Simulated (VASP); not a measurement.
Set up this calculation in VASP 6.6.1, as the native input.

- Task: single point
- Functional: r2SCAN-based global hybrid with 25 % exact exchange
- Potentials or basis: VASP PAW PBE potentials, release 64 (Pb_d, S)
- Cutoff: 520 eV
- k mesh: 5 × 5 × 5
- Occupations: fermi-dirac, width 0.05 eV
- Spin: no spin polarisation
- Dipole correction: no
- Grid for exact exchange (PRECFOCK): Normal
- Share of exact exchange: 0.25
- Further INCAR settings: ALGO = Normal; EDIFF = 1e-06; NBANDS = 17

Crystal: PbS.

```xyz
2
Lattice="0.0000 2.9657 2.9657 2.9657 0.0000 2.9657 2.9657 2.9657 0.0000" Properties=species:S:1:pos:R:3 pbc="T T T"
Pb    0.0000    0.0000    0.0000
S     2.9657    2.9657    2.9657
```

These files were run (other wordings do the same):

POSCAR

```
PbS
1.0
    0.0000000000      2.9657500000      2.9657500000
    2.9657500000      0.0000000000      2.9657500000
    2.9657500000      2.9657500000      0.0000000000
Pb S
1 1
Direct
    0.0000000000      0.0000000000      0.0000000000
    0.5000000000      0.5000000000      0.5000000000
```

INCAR.step1

```
PREC = Accurate
ENCUT = 520
EDIFF = 1E-5
ISMEAR = -1
SIGMA = 0.05
LREAL = False
LASPH = True
NELM = 60
ALGO = Normal
ISIF = 2
LWAVE = True
NBANDS = 17
GGA = PE
```

INCAR.step2

```
PREC = Accurate
ENCUT = 520
EDIFF = 1E-6
ISMEAR = -1
SIGMA = 0.05
LREAL = False
LASPH = True
NELM = 60
ALGO = Normal
ISIF = 2
LWAVE = False
LCHARG = True
METAGGA = R2SCAN
LHFCALC = True
AEXX = 0.25
LMIXTAU = True
PRECFOCK = Normal
LELF = True
LVHAR = True
NBANDS = 17
ISTART = 1
```

KPOINTS

```
Automatic mesh
0
Gamma
  5 5 5
```

Potentials or basis: VASP PAW PBE potentials, release 64 (Pb_d, S).

Launch:

```console
$ cat potpaw_PBE.64/Pb_d/POTCAR potpaw_PBE.64/S/POTCAR > POTCAR
$ cp INCAR.step1 INCAR
$ mpirun -np 1 vasp_std > vasp.out
$ cp INCAR.step2 INCAR
$ mpirun -np 1 vasp_std > vasp.out
```

It gave:

| Quantity | Value |
| --- | --- |
| Pressure | 0.6 GPa |

Caveat: the PAW data sets were made with another functional, which shifts forces and pressure a little.

It took 7.3 min on 1 thread of Intel(R) Xeon(R) 6975P-C (Granite Rapids), on a shared host, peak memory 0.2 GiB.
